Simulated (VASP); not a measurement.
HfZr2S6:

```
Zr Hf S
1.0
     3.10053    1.79009    5.85910
    -3.10053    1.79009    5.85910
     0.00000   -3.58019    5.85910
Zr Hf S
2 1 6
Direct
  0.83333 0.83333 0.83333
  0.16667 0.16667 0.16667
  0.50000 0.50000 0.50000
  0.24597 0.57930 0.91264
  0.91264 0.24597 0.57930
  0.57930 0.91264 0.24597
  0.42070 0.08736 0.75403
  0.08736 0.75403 0.42070
  0.75403 0.42070 0.08736
```

```yaml
Program: VASP 6.6.1
Task: relaxation of cell and atoms
Functional: PBE
Potentials_or_basis: VASP PAW PBE potentials, release 64 (Zr_sv, Hf_pv, S)
Cutoff: 600 eV
k_mesh: 3 × 3 × 3
Occupations: gaussian, width 0.1 eV
Spin: no spin polarisation
```

At the start: pressure 9.5 GPa; volume 21.68 Å³/atom.

Task: Where does the relaxation end?

Result: Over 18 steps the energy falls by 61.8 meV/atom and the volume is 25.65 Å³/atom (+18.3 %); space group R-3 (No. 148, to 0.1 Å) before and after.

Step by step:
```csv
step,energy change (eV),largest force (eV/Å),pressure (GPa),volume (Å³)
1,0.0000,1.1581,9.48,195.12
2,0.3845,1.4478,-8.91,233.63
3,-0.4909,0.1987,-0.14,210.41
4,-0.4913,0.1808,0.08,209.99
5,-0.4912,0.1700,0.23,209.68
6,-0.5000,0.1146,0.24,210.24
7,-0.5092,0.1261,0.28,211.66
8,-0.5168,0.1476,-0.15,213.84
9,-0.5218,0.1984,-0.80,217.35
10,-0.5243,0.1860,-0.75,217.63
11,-0.5311,0.1481,-0.59,218.48
12,-0.5413,0.0725,-0.27,220.16
13,-0.5480,0.0970,0.43,223.52
14,-0.5482,0.0806,0.36,223.17
15,-0.5505,0.0723,0.21,224.75
16,-0.5535,0.0782,-0.17,229.06
17,-0.5553,0.0559,-0.04,229.76
18,-0.5565,0.0259,0.15,230.83
```

Final structure:
```
CELL_PARAMETERS angstrom
3.17671 1.83408 6.60300
-3.17671 1.83408 6.60300
0.00000 -3.66815 6.60300
ATOMIC_POSITIONS crystal
Zr 0.83335 0.83335 0.83335
Zr 0.16665 0.16665 0.16665
Hf 0.50000 0.50000 0.50000
S 0.24222 0.57304 0.90393
S 0.90393 0.24222 0.57304
S 0.57304 0.90393 0.24222
S 0.42696 0.09607 0.75778
S 0.09607 0.75778 0.42696
S 0.75778 0.42696 0.09607
```

Caveat: the volume moved by over 15 % at a fixed basis, so the end points are rough.
